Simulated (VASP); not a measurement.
# TiSi16 (a cell with a defect) in VASP: a series of runs

Runs on TiSi16 (a cell with a defect). Level: PBE+D3(BJ). Tasks: single point.

Everything below comes from runs of VASP 6.6.1. Logs are shortened: lines on timing, memory, paths and dates and some standing lists are left out, and cuts for length are marked.

## (1) The cell of the first run

The cell holds a defect, 17 atoms: a = 7.679 Å, b = 7.679 Å, c = 7.679 Å, α = 60.00°, β = 60.00°, γ = 60.00°.

## (2) Single point, PBE+D3(BJ)

The input, INCAR:

```
SYSTEM = TiSi16
PREC     = Accurate       ! precision mode
ENCUT    = 520            ! plane-wave cutoff, eV
EDIFF    = 1E-6           ! SCF threshold, eV
ISMEAR   = -1             ! smearing method
SIGMA    = 0.02           ! smearing width, eV
LREAL    = Auto         
LASPH    = .True.         ! aspherical terms in the spheres
NELM     = 80             ! most SCF steps
ALGO     = Normal         ! electronic algorithm
ISIF     = 2              ! what is computed and relaxed
LWAVE    = .False.        ! write WAVECAR
LCHARG   = .False.        ! write CHGCAR
GGA      = PE             ! functional
IVDW     = 12             ! dispersion correction
NBANDS   = 52             ! bands
```

The input, KPOINTS:

```
regular mesh
0
Gamma
  2 2 2
  0 0 0
```

The input, POSCAR:

```
TiSi16
1.0
    0.0000000000      5.4300000000      5.4300000000
    5.4300000000      0.0000000000      5.4300000000
    5.4300000000      5.4300000000      0.0000000000
Si Ti
16 1
Direct
    0.0072014733      0.0003644567     -0.0002020258
    0.1400244936      0.1249581952      0.1247018416
    0.0063214549     -0.0007011971      0.5076476059
    0.1276734807      0.1321692449      0.6266773481
    0.0066815838      0.5076769797     -0.0007476980
    0.1278395948      0.6272191529      0.1318093923
    0.0047282689      0.5027341621      0.5023555249
    0.1277792818      0.6262647330      0.6263505525
    0.5023194291      0.0047978821      0.0053336096
    0.6248972376      0.1250858195      0.1246482505
    0.5009487109     -0.0006207182      0.5075304788
    0.6245467772      0.1227322284      0.6422430939
    0.5011026703      0.5078118785     -0.0010214549
    0.6249314917      0.6418716390      0.1228662983
    0.5012118785      0.5057964088      0.5061577348
    0.6341418048      0.6263806630      0.6260198895
    0.7532000921      0.2540295580      0.2541711786
```

Potentials or basis: VASP PAW PBE potentials, release 64 (Si, Ti_sv).

Run with:

```bash
cat potpaw_PBE.64/Si/POTCAR potpaw_PBE.64/Ti_sv/POTCAR > POTCAR
mpirun -np 1 vasp_std > vasp.out
```

OUTCAR:

```text
SYSTEM = TiSi16
   PREC = Accurate
   ENCUT = 520
   EDIFF = 1E-6
   ISMEAR = -1
   LREAL = Auto
   LASPH = .True.
   NELM = 80
   ISIF = 2
   GGA = PE
   IVDW = 12
 IVDW          = 12

 ion  position               nearest neighbor table
   1  0.007  0.000  1.000-   4 2.34   6 2.34  10 2.40   2 2.40  17 2.76
   2  0.140  0.125  0.125-   9 2.27   1 2.40   5 2.40   3 2.40  17 2.43
   3  0.006  0.999  0.508-   8 2.34   4 2.34  12 2.39   2 2.40  17 2.75
   4  0.128  0.132  0.627-   7 2.32   1 2.34   3 2.34  11 2.34
   5  0.007  0.508  0.999-   8 2.34   6 2.34  14 2.39   2 2.40  17 2.75
   6  0.128  0.627  0.132-   7 2.32   1 2.34   5 2.34  13 2.34
   7  0.005  0.503  0.502-   6 2.32   4 2.32   8 2.32  16 2.32
   8  0.128  0.626  0.626-   7 2.32   5 2.34   3 2.34  15 2.34
   9  0.502  0.005  0.005-  10 2.27   2 2.27  14 2.28  12 2.28
  10  0.625  0.125  0.125-   9 2.27   1 2.40  13 2.40  11 2.40  17 2.43
  11  0.501  0.999  0.508-  16 2.34   4 2.34  12 2.39  10 2.40  17 2.75
  12  0.625  0.123  0.642-   9 2.28  11 2.39   3 2.39  15 2.40  17 2.43
  13  0.501  0.508  0.999-  16 2.34   6 2.34  14 2.39  10 2.40  17 2.75
  14  0.625  0.642  0.123-   9 2.28   5 2.39  13 2.39  15 2.40  17 2.43
  15  0.501  0.506  0.506-  16 2.34   8 2.34  12 2.40  14 2.40  17 2.74
  16  0.634  0.626  0.626-   7 2.32  13 2.34  11 2.34  15 2.34
  17  0.753  0.254  0.254-  10 2.43   2 2.43  14 2.43  12 2.43  15 2.74   3 2.75  11 2.75   5 2.75
                            13 2.75   1 2.76

  LATTYP: Found a face centered cubic cell.
 ALAT       =    10.8600000000

  Lattice vectors:

 A1 = (   0.0000000000,   5.4300000000,   5.4300000000)
 A2 = (   5.4300000000,   0.0000000000,   5.4300000000)
 A3 = (   5.4300000000,   5.4300000000,   0.0000000000)

Analysis of symmetry for initial positions (statically):
=====================================================================
 Subroutine PRICEL returns:
 Original cell was already a primitive cell.

 Routine SETGRP: Setting up the symmetry group for a
 face centered cubic supercell.

 Subroutine GETGRP returns: Found  1 space group operations
 (whereof  1 operations were pure point group operations)
 out of a pool of 48 trial point group operations.

The static configuration has the point symmetry C_1 .

Analysis of symmetry for dynamics (positions and initial velocities):
=====================================================================
 Subroutine PRICEL returns:
 Original cell was already a primitive cell.

 Routine SETGRP: Setting up the symmetry group for a
 face centered cubic supercell.

 Subroutine GETGRP returns: Found  1 space group operations
 (whereof  1 operations were pure point group operations)
 out of a pool of 48 trial point group operations.

The dynamic configuration has the point symmetry C_1 .

 Subroutine INISYM returns: Found  1 space group operations
 (whereof  1 operations are pure point group operations),
 and found     1 'primitive' translations

----------------------------------------------------------------------------------------

                                     Primitive cell

  volume of cell :     320.2060

  direct lattice vectors                    reciprocal lattice vectors
     0.000000000  5.430000000  5.430000000    -0.092081031  0.092081031  0.092081031
     5.430000000  0.000000000  5.430000000     0.092081031 -0.092081031  0.092081031
     5.430000000  5.430000000  0.000000000     0.092081031  0.092081031 -0.092081031

  length of vectors
     7.679179644  7.679179644  7.679179644     0.159489025  0.159489025  0.159489025

  position of ions in fractional coordinates (direct lattice)
     0.007201473  0.000364457  0.999797974
     0.140024494  0.124958195  0.124701842
     0.006321455  0.999298803  0.507647606
     0.127673481  0.132169245  0.626677348
     0.006681584  0.507676980  0.999252302
     0.127839595  0.627219153  0.131809392
[... 9 lines left out ...]
     0.634141805  0.626380663  0.626019890
     0.753200092  0.254029558  0.254171179

  ion indices of the primitive-cell ions
   primitive index   ion index
                 1           1
                 2           2
                 3           3
                 4           4
                 5           5
                 6           6
[... 9 lines left out ...]
                16          16
                17          17

----------------------------------------------------------------------------------------

 KPOINTS: regular mesh

Automatic generation of k-mesh.
 Grid dimensions read from file:
 generate k-points for:    2    2    2

 Generating k-lattice:

  Cartesian coordinates                     Fractional coordinates (reciprocal lattice)
    -0.046040516  0.046040516  0.046040516     0.500000000  0.000000000  0.000000000
     0.046040516 -0.046040516  0.046040516     0.000000000  0.500000000  0.000000000
     0.046040516  0.046040516 -0.046040516     0.000000000  0.000000000  0.500000000

  Length of vectors
     0.079744512  0.079744512  0.079744512

  Shift w.r.t. Gamma in fractional coordinates (k-lattice)
     0.000000000  0.000000000  0.000000000

 Subroutine IBZKPT returns following result:
 ===========================================

 Found      8 irreducible k-points:

 Following reciprocal coordinates:
            Coordinates               Weight
  0.000000  0.000000  0.000000      1.000000
  0.500000  0.000000  0.000000      1.000000
  0.000000  0.500000  0.000000      1.000000
  0.000000  0.000000  0.500000      1.000000
  0.500000  0.500000  0.500000      1.000000
  0.500000  0.500000  0.000000      1.000000
  0.000000  0.500000  0.500000      1.000000
  0.500000  0.000000  0.500000      1.000000
   k-points           NKPTS =      8   k-points in BZ     NKDIM =      8   number of bands    NBANDS=     52
   number of dos      NEDOS =    301   number of ions     NIONS =     17
   total plane-waves  NPLWV = 216000
   dimension x,y,z NGX =    60 NGY =   60 NGZ =   60
   dimension x,y,z NGXF=   120 NGYF=  120 NGZF=  120
   ions per type =              16   1
   NGX,Y,Z   is equivalent  to a cutoff of  12.99, 12.99, 12.99 a.u.
   NGXF,Y,Z  is equivalent  to a cutoff of  25.98, 25.98, 25.98 a.u.
 SYSTEM =  TiSi16
   PREC   = accura    normal or accurate (medium, high low for compatibility)
[... 17 lines left out ...]
   TEBEG  =    0.0;   TEEND  =   0.0 temperature during run
   PSTRESS=    0.0 pullay stress
   NELECT =      76.0000    total number of electrons
   NUPDOWN=      -1.0000    fix difference up-down
   EMIN   =  10.00;   EMAX   =-10.00  energy-range for DOS
   EFERMI =   0.00;   METHOD = LEGACY
   ISMEAR =    -1;   SIGMA  =   0.02  broadening in eV -4-tet -1-fermi 0-gaus
   EFERMI_NEDOS =   21; number of points for ismear=-14 and -15
   IALGO  =     38    algorithm
   IMIX   =      4    mixing-type and parameters
     AMIX     =   0.40;   BMIX     =  1.00
     AMIX_MAG =   1.60;   BMIX_MAG =  1.00
  volume/ion in A,a.u.               =      18.84       127.11
  Fermi-wavevector in a.u.,A,eV,Ry     =   1.013607  1.915439 13.978610  1.027399
  Thomas-Fermi vector in A             =   2.146786
   LORBIT       =      0    0 simple, 1 ext, 2 COOP (PROOUT), +10 PAW based schemes
   GGA     = PE    functional components
   LHFCALC =     F    Hartree Fock is set to
   AEXX    =    0.0000 exact exchange contribution
   IVDW    =    12    specifies the selected vdW correction
   LEPSILON=     F    determine dielectric tensor
   LRPA    =     F    only Hartree local field effects (RPA)
 non-spin polarized calculation
  energy-cutoff  :      520.00
  volume of cell :      320.21
 maximum number of plane-waves:      8646
 NGX is ok and might be reduce to    60
   NGX = 29   NGY = 29   NGZ = 29

 number of electron      76.0000003 magnetization

 Free energy of the ion-electron system (eV)
  ---------------------------------------------------
  ext. energy  EPLUGINS =         0.00000000
  ---------------------------------------------------
  free energy    TOTEN  =       -92.21417290 eV

  energy without entropy =      -92.19007678  energy(sigma->0) =      -92.20212484

 E-fermi :   6.9296     XC(G=0):  -9.7515

 val. band max:        6.8934934713   @ k =   0.0000   0.5000   0.5000
 cond. band min:       6.9442388207   @ k =   0.5000   0.0000   0.0000
 fundamental gap:      0.0507453495
 Fermi energy:         6.9295968797

 k-point     1 :       0.0000    0.0000    0.0000
  band No.  band energies     occupation
      1     -49.8790      2.00000
      2     -26.2575      2.00000
      3     -26.2544      2.00000
      4     -26.2422      2.00000
      5      -5.7207      2.00000
      6      -3.5143      2.00000
[... 42 lines left out ...]
     49       8.1760      0.00000
     50       8.4793      0.00000

 k-point     2 :       0.5000    0.0000    0.0000
  band No.  band energies     occupation
      1     -49.8790      2.00000
      2     -26.2575      2.00000
      3     -26.2544      2.00000
      4     -26.2422      2.00000
      5      -5.0121      2.00000
      6      -4.8023      2.00000
[... 42 lines left out ...]
     49       9.2844      0.00000
     50       9.8852      0.00000

 k-point     3 :       0.0000    0.5000    0.0000
  band No.  band energies     occupation
      1     -49.8790      2.00000
      2     -26.2575      2.00000
      3     -26.2544      2.00000
      4     -26.2422      2.00000
      5      -5.0136      2.00000
      6      -4.8011      2.00000
[... 42 lines left out ...]
     49       9.2759      0.00000
     50       9.8858      0.00000

 k-point     4 :       0.0000    0.0000    0.5000
  band No.  band energies     occupation
      1     -49.8790      2.00000
      2     -26.2575      2.00000
      3     -26.2545      2.00000
      4     -26.2422      2.00000
      5      -5.0138      2.00000
      6      -4.8009      2.00000
[... 42 lines left out ...]
     49       9.2726      0.00000
     50       9.8869      0.00000

 k-point     5 :       0.5000    0.5000    0.5000
  band No.  band energies     occupation
      1     -49.8790      2.00000
      2     -26.2575      2.00000
      3     -26.2544      2.00000
      4     -26.2422      2.00000
      5      -5.0118      2.00000
      6      -4.8026      2.00000
[... 42 lines left out ...]
     49       9.2843      0.00000
     50       9.8848      0.00000

 k-point     6 :       0.5000    0.5000    0.0000
  band No.  band energies     occupation
      1     -49.8790      2.00000
      2     -26.2575      2.00000
      3     -26.2544      2.00000
      4     -26.2422      2.00000
      5      -4.6934      2.00000
      6      -4.6007      2.00000
[... 42 lines left out ...]
     49       9.8747      0.00000
     50      10.5355      0.00000

 k-point     7 :       0.0000    0.5000    0.5000
  band No.  band energies     occupation
      1     -49.8790      2.00000
      2     -26.2575      2.00000
      3     -26.2544      2.00000
      4     -26.2422      2.00000
      5      -4.6897      2.00000
      6      -4.6049      2.00000
[... 42 lines left out ...]
     49       9.8769      0.00000
     50      10.5425      0.00000

 k-point     8 :       0.5000    0.0000    0.5000
  band No.  band energies     occupation
      1     -49.8790      2.00000
      2     -26.2575      2.00000
      3     -26.2544      2.00000
      4     -26.2422      2.00000
      5      -4.6929      2.00000
      6      -4.6012      2.00000
[... 42 lines left out ...]
     49       9.8748      0.00000
     50      10.5361      0.00000
 [bands above 50 left out]

------------------------ aborting loop because EDIFF is reached ----------------------------------------

 Edisp (eV)   -5.83782

 E8    (eV) :    -2.4422

  FORCE on cell =-STRESS in cart. coord.  units (eV):
  Direction    XX          YY          ZZ          XY          YZ          ZX
  --------------------------------------------------------------------------------------
  -------------------------------------------------------------------------------------
  Total       1.96186     1.86828     1.85851     0.01164    -0.06451    -0.00548
  in kB       9.81632     9.34807     9.29921     0.05823    -0.32280    -0.02742
  external pressure =        9.49 kB  Pullay stress =        0.00 kB

 VOLUME and BASIS-vectors are now :
 -----------------------------------------------------------------------------
  energy-cutoff  :      520.00
  volume of cell :      320.21
      direct lattice vectors                 reciprocal lattice vectors
     0.000000000  5.430000000  5.430000000    -0.092081031  0.092081031  0.092081031
     5.430000000  0.000000000  5.430000000     0.092081031 -0.092081031  0.092081031
     5.430000000  5.430000000  0.000000000     0.092081031  0.092081031 -0.092081031

 POSITION                                       TOTAL-FORCE (eV/Angst)
 -----------------------------------------------------------------------------------
      5.43088      5.46801      0.04108         0.005822      0.002325      0.001361
      1.35565      1.43746      1.43886        -0.003415     -0.004610     -0.004446
      8.18272      2.79085      5.46052         0.001246     -0.004192      0.001609
      4.12054      4.09613      1.41095         0.001507      0.004979     -0.002741
      8.18263      5.46222      2.79297         0.001264      0.001928     -0.006005
      4.12153      1.40989      4.09997        -0.000691     -0.003770      0.002716
[... 9 lines left out ...]
      6.80054      6.84268      6.84464         0.002662      0.000877     -0.000872
      2.75953      5.47003      5.46926        -0.000301      0.006718      0.009896
 -----------------------------------------------------------------------------------
    total drift:                                0.004315      0.015135      0.012751

  FREE ENERGIE OF THE ION-ELECTRON SYSTEM (eV)
  ---------------------------------------------------
  free  energy   TOTEN  =       -98.0519894987 eV

  energy  without entropy=      -98.0278933807  energy(sigma->0) =      -98.03994144
```

Wall time 3.1 min (1 thread of Intel Xeon Platinum 8488C (Sapphire Rapids), shared host); peak memory 0.49 GiB.

What came out:

```yaml
Free_energy: -98.0520 eV
Pressure: 0.9 GPa
Largest_force: 0.012 eV/Å
Band_gap_on_the_k_mesh: zero (band 38 reaches 6.96 eV, above the bottom of band 39 at 6.55 eV)
Dispersion_energy_per_atom: -0.343 eV
```

Forces in eV/Å, atoms in the order of the input:
```
Si   0.006  0.002  0.001
Si  -0.003 -0.005 -0.004
Si   0.001 -0.004  0.002
Si   0.002  0.005 -0.003
Si   0.001  0.002 -0.006
Si  -0.001 -0.004  0.003
Si  -0.005 -0.003 -0.003
Si  -0.001 -0.003  0.003
Si  -0.010 -0.006 -0.004
Si   0.000  0.006  0.006
Si   0.002 -0.001  0.002
Si   0.003  0.003 -0.004
Si   0.002  0.004 -0.002
Si   0.001 -0.003  0.000
Si  -0.002 -0.001  0.000
Si   0.003  0.001 -0.001
Ti   0.000  0.007  0.010
```

Caveat: the k points lie up to 0.50 Å⁻¹ apart.

## (3) Single point, PBE+D3(BJ)

The input, INCAR:

```
PREC     = Accurate       # precision mode
ENCUT    = 520            # plane-wave cutoff, eV
EDIFF    = 1E-7           # SCF threshold, eV
ISMEAR   = -1             # smearing method
SIGMA    = 0.02           # smearing width, eV
LREAL    = Auto         
LASPH    = True           # aspherical terms in the spheres
NELM     = 80             # most SCF steps
ALGO     = Normal         # electronic algorithm
ISIF     = 2              # what is computed and relaxed
LWAVE    = False          # write WAVECAR
LCHARG   = False          # write CHGCAR
GGA      = PE             # functional
IVDW     = 12             # dispersion correction
NBANDS   = 52             # bands
```

The input, KPOINTS:

```
Automatic mesh
0
Gamma
  2 2 2
```

The input, POSCAR:

```
TiSi16
1.0
    0.0000000000      5.4300000000      5.4300000000
    5.4300000000      0.0000000000      5.4300000000
    5.4300000000      5.4300000000      0.0000000000
Si Ti
16 1
Direct
    0.0122104052     -0.0015654696     -0.0029905157
    0.1351865562      0.1229521179      0.1200604052
    0.0122303867     -0.0011346225      0.4906464088
    0.1335408840      0.1175556169      0.6237440147
    0.0121126151      0.4934542357     -0.0031940147
    0.1326198895      0.6253534070      0.1175664825
   -0.0002415285      0.5003604972      0.4998395028
    0.1330987109      0.6258561694      0.6235425414
    0.5057749540     -0.0009379374     -0.0030753223
    0.6388767956      0.1178633517      0.1181342541
    0.5153469613     -0.0170670350      0.5000248619
    0.6388023020      0.1187271639      0.6235558932
    0.5148031308      0.5009173112     -0.0156193370
    0.6388419890      0.6261110497      0.1175705341
    0.5150435543      0.5020120626      0.4993371087
    0.6373408840      0.6198587477      0.6219657459
    0.3866113260      0.3709941989      0.3712496317
```

Potentials or basis: VASP PAW PBE potentials, release 64 (Si, Ti_sv).

Run with:

```bash
cat potpaw_PBE.64/Si/POTCAR potpaw_PBE.64/Ti_sv/POTCAR > POTCAR
mpirun -np 1 vasp_std > vasp.out
```

It took 3.4 min on 1 thread of Intel Xeon Platinum 8488C (Sapphire Rapids), shared host; peak memory 0.49 GiB.

It converged, with:

```yaml
Free_energy: -98.0522 eV
Pressure: 0.9 GPa
Largest_force: 0.010 eV/Å
Band_gap_on_the_k_mesh: zero (band 38 reaches 6.96 eV, above the bottom of band 39 at 6.54 eV)
Dispersion_energy_per_atom: -0.343 eV
```

Forces in eV/Å, atoms in the order of the input:
```
Si  -0.001 -0.004 -0.004
Si  -0.001  0.001  0.000
Si   0.004 -0.001 -0.005
Si   0.000  0.001  0.000
Si   0.002 -0.002  0.001
Si   0.000  0.001  0.001
Si   0.005 -0.009 -0.001
Si  -0.001  0.001 -0.001
Si  -0.002  0.001  0.003
Si   0.003  0.001  0.002
Si  -0.002  0.005 -0.002
Si  -0.001 -0.003  0.001
Si  -0.006 -0.006  0.001
Si  -0.002  0.001  0.000
Si   0.006  0.007 -0.001
Si   0.001 -0.001 -0.001
Ti  -0.004  0.006  0.006
```

Levels at points of the mesh, in eV from the Fermi level:
| k point | band 33 | band 34 | band 35 | band 36 | band 37 | band 38 | band 39 | band 40 | band 41 | band 42 |
| --- | --- | --- | --- | --- | --- | --- | --- | --- | --- | --- |
| (0.00, 0.00, 0.00) | -1.72 | -0.99 | -0.99 | -0.99 | -0.42 | -0.41 | -0.39 | -0.11 | -0.09 | 0.25 |
| (0.50, 0.00, 0.00) | -1.98 | -1.97 | -1.37 | -1.37 | -0.28 | 0.02 | 0.04 | 0.44 | 0.45 | 0.81 |
| (0.00, 0.50, 0.00) | -1.98 | -1.97 | -1.37 | -1.36 | -0.27 | 0.03 | 0.04 | 0.44 | 0.44 | 0.79 |
| (0.00, 0.00, 0.50) | -1.98 | -1.97 | -1.37 | -1.36 | -0.28 | 0.02 | 0.04 | 0.44 | 0.45 | 0.81 |
| (0.50, 0.50, 0.50) | -1.98 | -1.97 | -1.37 | -1.36 | -0.28 | 0.03 | 0.04 | 0.44 | 0.44 | 0.80 |
| (0.50, 0.50, 0.00) | -2.45 | -2.01 | -2.01 | -1.88 | -0.70 | -0.04 | 0.57 | 0.57 | 1.11 | 1.33 |
| (0.00, 0.50, 0.50) | -2.46 | -2.01 | -2.00 | -1.88 | -0.70 | -0.04 | 0.57 | 0.57 | 1.10 | 1.33 |
| (0.50, 0.00, 0.50) | -2.46 | -2.00 | -2.00 | -1.88 | -0.71 | -0.04 | 0.56 | 0.58 | 1.10 | 1.33 |

Caveat: the k points lie up to 0.50 Å⁻¹ apart.
